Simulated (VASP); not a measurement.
# GeSb2Te4 (P4/mmm) in VASP: a series of runs

GeSb2Te4 is run at these levels: PBE; tasks: single point, relaxation of cell and atoms.

Program: VASP 6.6.1. These are calculated values, not measurements. Logs are shortened: lines on timing, memory, paths and dates and some standing lists are left out, and cuts for length are marked.

### 1 The cell of the first run

The structure is tetragonal, space group P4/mmm (No. 123). The conventional cell has a = 7.429 Å, b = 7.429 Å, c = 3.940 Å, α = 90.00°, β = 90.00°, γ = 90.00°. Ge (site symmetry 4/mmm) has 4 Te at 2.82 Å within 3.7 Å. Within 4.3 Å of Sb (site symmetry mmm) lie 8 Te at 3.29 Å and 2 Sb at 3.94 Å and 4 Ge at 4.20 Å. Te (site symmetry m2m) has 1 Ge at 2.82 Å and 4 Sb at 3.29 Å and 2 Te at 3.44 Å within 3.7 Å.

The cell was built from a structure type or drawn by symmetry, and may not be a known phase.

### 2 Single point, PBE

Input file INCAR:

```
PREC = Accurate
ENCUT = 520
EDIFF = 1E-6
ISMEAR = 0
SIGMA = 0.2
LREAL = False
LASPH = True
NELM = 60
ALGO = Normal
ISIF = 2
LWAVE = False
LCHARG = True
GGA = PE
LELF = True
LVHAR = True
NBANDS = 33
```

Input file KPOINTS:

```
Automatic mesh
0
Gamma
  2 2 4
```

Input file POSCAR:

```
GeSb2Te4
1.0
    7.4294005745      0.0000000000      0.0000000000
    0.0000000000      7.4294005745      0.0000000000
    0.0000000000      0.0000000000      3.9401596421
Ge Sb Te
1 2 4
Direct
    0.0000000000      0.0000000000      0.0000000000
    0.0000000000      0.5000000000      0.5000000000
    0.5000000000      0.0000000000      0.5000000000
    0.7317997886      0.7317997886      0.0000000000
    0.2682002114      0.2682002114      0.0000000000
    0.7317997886      0.2682002114      0.0000000000
    0.2682002114      0.7317997886      0.0000000000
```

Potentials or basis: VASP PAW PBE potentials, release 64 (Ge_d, Sb, Te).

On the command line:

```console
$ cat potpaw_PBE.64/Ge_d/POTCAR potpaw_PBE.64/Sb/POTCAR potpaw_PBE.64/Te/POTCAR > POTCAR
$ mpirun -np 1 vasp_std > vasp.out
```

OUTCAR:

```text
PREC = Accurate
   ENCUT = 520
   EDIFF = 1E-6
   ISMEAR = 0
   LREAL = False
   LASPH = True
   NELM = 60
   ISIF = 2
   GGA = PE

 ion  position               nearest neighbor table
   1  0.000  0.000  0.000-   4 2.82   5 2.82   6 2.82   7 2.82
   2  0.000  0.500  0.500-   4 3.29   5 3.29   6 3.29   7 3.29   4 3.29   5 3.29   6 3.29   7 3.29

   3  0.500  0.000  0.500-   4 3.29   5 3.29   6 3.29   7 3.29   4 3.29   5 3.29   6 3.29   7 3.29

   4  0.732  0.732  0.000-   1 2.82   2 3.29   3 3.29   2 3.29   3 3.29   6 3.44   7 3.44
   5  0.268  0.268  0.000-   1 2.82   2 3.29   3 3.29   2 3.29   3 3.29   6 3.44   7 3.44
   6  0.732  0.268  0.000-   1 2.82   2 3.29   3 3.29   2 3.29   3 3.29   4 3.44   5 3.44
   7  0.268  0.732  0.000-   1 2.82   2 3.29   3 3.29   2 3.29   3 3.29   4 3.44   5 3.44

  LATTYP: Found a simple tetragonal cell.
 ALAT       =     7.4294005745
 C/A-ratio  =     0.5303469106

  Lattice vectors:

 A1 = (   7.4294005745,   0.0000000000,   0.0000000000)
 A2 = (   0.0000000000,   7.4294005745,   0.0000000000)
 A3 = (   0.0000000000,   0.0000000000,   3.9401596421)

Analysis of symmetry for initial positions (statically):
=====================================================================
 Subroutine PRICEL returns:
 Original cell was already a primitive cell.

 Routine SETGRP: Setting up the symmetry group for a
 simple tetragonal supercell.

 Subroutine GETGRP returns: Found 16 space group operations
 (whereof 16 operations were pure point group operations)
 out of a pool of 16 trial point group operations.

The static configuration has the point symmetry D_4h.

Analysis of symmetry for dynamics (positions and initial velocities):
=====================================================================
 Subroutine PRICEL returns:
 Original cell was already a primitive cell.

 Routine SETGRP: Setting up the symmetry group for a
 simple tetragonal supercell.

 Subroutine GETGRP returns: Found 16 space group operations
 (whereof 16 operations were pure point group operations)
 out of a pool of 16 trial point group operations.

The dynamic configuration has the point symmetry D_4h.

 Subroutine INISYM returns: Found 16 space group operations
 (whereof 16 operations are pure point group operations),
 and found     1 'primitive' translations

----------------------------------------------------------------------------------------

[... 90 lines left out ...]
   IBRION =     -1    ionic relax: 0-MD 1-quasi-New 2-CG
   NFREE  =      0    steps in history (QN), initial steepest desc. (CG)
   ISIF   =      2    stress and relaxation
   ISYM   =      2    0-nonsym 1-usesym 2-fastsym
   POTIM  = 0.5000    time-step for ionic-motion
   TEBEG  =    0.0;   TEEND  =   0.0 temperature during run
   PSTRESS=    0.0 pullay stress
   NELECT =      48.0000    total number of electrons
   NUPDOWN=      -1.0000    fix difference up-down
   EMIN   =  10.00;   EMAX   =-10.00  energy-range for DOS
   EFERMI =   0.00;   METHOD = LEGACY
   ISMEAR =     0;   SIGMA  =   0.20  broadening in eV -4-tet -1-fermi 0-gaus
   EFERMI_NEDOS =   21; number of points for ismear=-14 and -15
   IALGO  =     38    algorithm
   IMIX   =      4    mixing-type and parameters
     AMIX     =   0.40;   BMIX     =  1.00
     AMIX_MAG =   1.60;   BMIX_MAG =  1.00
  volume/ion in A,a.u.               =      31.07       209.66
  Fermi-wavevector in a.u.,A,eV,Ry     =   0.989346  1.869592 13.317452  0.978805
  Thomas-Fermi vector in A             =   2.120938
   LORBIT       =      0    0 simple, 1 ext, 2 COOP (PROOUT), +10 PAW based schemes
   GGA     = PE    functional components
   LHFCALC =     F    Hartree Fock is set to
   AEXX    =    0.0000 exact exchange contribution
   IVDW    =     0    specifies the selected vdW correction
   LEPSILON=     F    determine dielectric tensor
   LRPA    =     F    only Hartree local field effects (RPA)
 non-spin polarized calculation
 Gauss-broadening in eV      SIGMA  =   0.20
  energy-cutoff  :      520.00
  volume of cell :      217.48
 maximum number of plane-waves:      5904
 NGX is ok and might be reduce to    56
   NGX = 27   NGY = 27   NGZ = 15

 number of electron      48.0000006 magnetization

 Free energy of the ion-electron system (eV)
  ---------------------------------------------------
  ext. energy  EPLUGINS =         0.00000000
  ---------------------------------------------------
  free energy    TOTEN  =       -23.91103115 eV

  energy without entropy =      -23.80847371  energy(sigma->0) =      -23.85975243

 E-fermi :   6.1077     XC(G=0):  -9.3734

 val. band max:        6.0740785788   @ k =   0.0000   0.0000   0.0000
 cond. band min:       6.1108088975   @ k =   0.5000   0.0000   0.0000
 fundamental gap:      0.0367303187
 Fermi energy:         6.1077251696

 k-point     1 :       0.0000    0.0000    0.0000
  band No.  band energies     occupation
      1     -18.5615      2.00000
      2     -18.5437      2.00000
      3     -18.5437      2.00000
      4     -18.5423      2.00000
      5     -18.5241      2.00000
      6      -6.9169      2.00000
[... 313 lines left out ...]
     32      10.2386      0.00000
     33      10.2386      0.00000

------------------------ aborting loop because EDIFF is reached ----------------------------------------

  FORCE on cell =-STRESS in cart. coord.  units (eV):
  Direction    XX          YY          ZZ          XY          YZ          ZX
  --------------------------------------------------------------------------------------
  -------------------------------------------------------------------------------------
  Total        0.1640817      0.1640817     -0.5599539      0.0000000     -0.0000000      0.0000000
  in kB        1.2087858      1.2087858     -4.1251668      0.0000000     -0.0000000      0.0000000
  external PRESSURE =      -0.5691984 kB  Pullay stress =       0.0000000 kB

 VOLUME and BASIS-vectors are now :
 -----------------------------------------------------------------------------
  energy-cutoff  :      520.00
  volume of cell :      217.48
      direct lattice vectors                 reciprocal lattice vectors
     7.429400574  0.000000000  0.000000000     0.134600361  0.000000000  0.000000000
     0.000000000  7.429400574  0.000000000     0.000000000  0.134600361  0.000000000
     0.000000000  0.000000000  3.940159642     0.000000000  0.000000000  0.253796823

 POSITION                                       TOTAL-FORCE (eV/Angst)
 -----------------------------------------------------------------------------------
      0.00000      0.00000      0.00000         0.000000      0.000000     -0.000000
      0.00000      3.71470      1.97008         0.000000      0.000000     -0.000000
      3.71470      0.00000      1.97008         0.000000      0.000000     -0.000000
      5.43683      5.43683      0.00000        -0.039146     -0.039146      0.000000
      1.99257      1.99257      0.00000         0.039146      0.039146     -0.000000
      5.43683      1.99257      0.00000        -0.039146      0.039146      0.000000
      1.99257      5.43683      0.00000         0.039146     -0.039146     -0.000000
 -----------------------------------------------------------------------------------
    total drift:                               -0.000000     -0.000000      0.000000

  FREE ENERGIE OF THE ION-ELECTRON SYSTEM (eV)
  ---------------------------------------------------
  free  energy   TOTEN  =       -23.9110311484 eV

  energy  without entropy=      -23.8084737054  energy(sigma->0) =      -23.85975243
```

OSZICAR:

```text
N       E                     dE             d eps       ncg     rms          rms(c)
DAV:   1     0.357977868792E+03    0.35798E+03   -0.18153E+04   708   0.169E+03
DAV:   2     0.250323982795E+02   -0.33295E+03   -0.31620E+03   698   0.427E+02
DAV:   3    -0.213437603085E+02   -0.46376E+02   -0.44184E+02   737   0.115E+02
DAV:   4    -0.239333706689E+02   -0.25896E+01   -0.25475E+01   664   0.319E+01
DAV:   5    -0.240162173063E+02   -0.82847E-01   -0.82727E-01   825   0.593E+00    0.109E+01
DAV:   6    -0.239041906387E+02    0.11203E+00   -0.21694E-01   679   0.204E+00    0.748E+00
DAV:   7    -0.239102053164E+02   -0.60147E-02   -0.86309E-02   715   0.146E+00    0.632E-01
DAV:   8    -0.239107140493E+02   -0.50873E-03   -0.57980E-03   712   0.440E-01    0.321E-01
DAV:   9    -0.239109976441E+02   -0.28359E-03   -0.71757E-04   735   0.151E-01    0.117E-01
DAV:  10    -0.239110098053E+02   -0.12161E-04   -0.70810E-05   688   0.425E-02    0.333E-02
DAV:  11    -0.239110261013E+02   -0.16296E-04   -0.21808E-05   701   0.234E-02    0.863E-03
DAV:  12    -0.239110294016E+02   -0.33003E-05   -0.31609E-06   565   0.817E-03    0.501E-03
DAV:  13    -0.239110308917E+02   -0.14901E-05   -0.19316E-06   523   0.551E-03    0.111E-03
DAV:  14    -0.239110311484E+02   -0.25665E-06   -0.29616E-07   417   0.239E-03
   1 F= -.23911031E+02 E0= -.23859752E+02  d E =-.102557E+00
```

It took 2.5 min on 1 thread of Intel Xeon 8259CL, shared host; peak memory 0.33 GiB.

What came out:

| Quantity | Value |
| --- | --- |
| Free energy | -23.9110 eV |
| Pressure | -0.1 GPa |
| Largest force | 0.055 eV/Å |
| Band gap on the k mesh | zero (bands 24 and 25 overlap by 1.49 eV) |

Forces on the atoms (eV/Å):
```
Ge   0.000  0.000  0.000
Sb   0.000  0.000  0.000
Sb   0.000  0.000  0.000
Te  -0.039 -0.039  0.000
Te   0.039  0.039  0.000
Te  -0.039  0.039  0.000
Te   0.039 -0.039  0.000
```

Caveat: the k points lie up to 0.42 Å⁻¹ apart, too coarse for converged energies and pressures of a metal; spin-orbit coupling is left out, which moves the levels of the heavy elements.

(Continued in part 2 of 2.)
